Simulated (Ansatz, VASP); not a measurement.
GaN in VASP and in Ansatz

The input INCAR:

```
SYSTEM = GaN
PREC = Accurate
ENCUT = 600
EDIFF = 1E-6
ISMEAR = 0
SIGMA = 0.01
LREAL = .False.
LASPH = .True.
NELM = 120
ALGO = Normal
ISIF = 2
LWAVE = .False.
LCHARG = .False.
GGA = PS
NBANDS = 16
GGA_COMPAT = .False.
```

The input KPOINTS:

```
Automatic mesh
0
Gamma
  10 10 10
  0 0 0
```

The input POSCAR:

```
GaN
1.0
    0.0000000000      2.2266594371      2.2266594371
    2.2266594371      0.0000000000      2.2266594371
    2.2266594371      2.2266594371      0.0000000000
Ga N
1 1
Direct
    0.0000000000      0.0000000000      0.0000000000
    0.2500000000      0.2500000000      0.2500000000
```

Input for Ansatz:

```yaml
crystal:
  lattice:
    - [0.0, 2.2266594367, 2.2266594367]
    - [2.2266594367, 0.0, 2.2266594367]
    - [2.2266594367, 2.2266594367, 0.0]
  atoms:
    - { symbol: Ga, position: [0.0, 0.0, 0.0] }
    - { symbol: "N", position: [0.25, 0.25, 0.25] }
basis:
  ecutwfc: 600.0
kpoints:
  mp_grid: { grid: [10, 10, 10] }
  band_path:
    path:
      - [0.0, 0.0, 0.0]
      - [0.0, 0.0, 0.0]
      - [0.5, 0.5, 0.0]
      - [0.5, 0.5, 0.5]
      - [0.0042526063, 0.0042526063, 0.0]
      - [-0.0042526063, -0.0042526063, 0.0]
      - [0.0042526063, 0.0042526063, 0.0]
      - [-0.0042526063, -0.0042526063, 0.0]
    npoints: 1
hamiltonian:
  xc: pbesol
  pseudopotentials: { kind: paw, azcp: { folder: soft_1 } }
scf:
  occupations: { method: fixed }
  n_extra_bands: 5
output:
  forces: true
  stress: true
  eigenvalues: true
```

Alike in both runs: task single point; functional PBEsol; k mesh 10 × 10 × 10; no spin polarisation.

|  | VASP | Ansatz |
| --- | --- | --- |
| version | VASP 6.6.1 | Ansatz 0.2.0 |
| potentials or method | VASP PAW PBE potentials, release 64 (Ga_d, N), cutoff 600 eV | scalar-relativistic, plane waves, PAW |
| occupations | gaussian, width 0.01 eV | fixed |
| valence electrons in the cell | 18 | 18 |

Ansatz gave:

| Property | Result |
| --- | --- |
| gap on the k mesh at the Fermi level (eV) | 1.90 |
| least direct gap on the mesh (eV) | 1.90 |
| pressure (GPa) | 6.0 |

Problem. What did VASP give for the same quantities?

Solution. gap on the k mesh at the Fermi level (eV): 1.91; least direct gap on the mesh (eV): 1.91; pressure (GPa): 5.6.

VASP's potentials were made for PBE, not for PBEsol, and Ansatz warns of the same on its side.
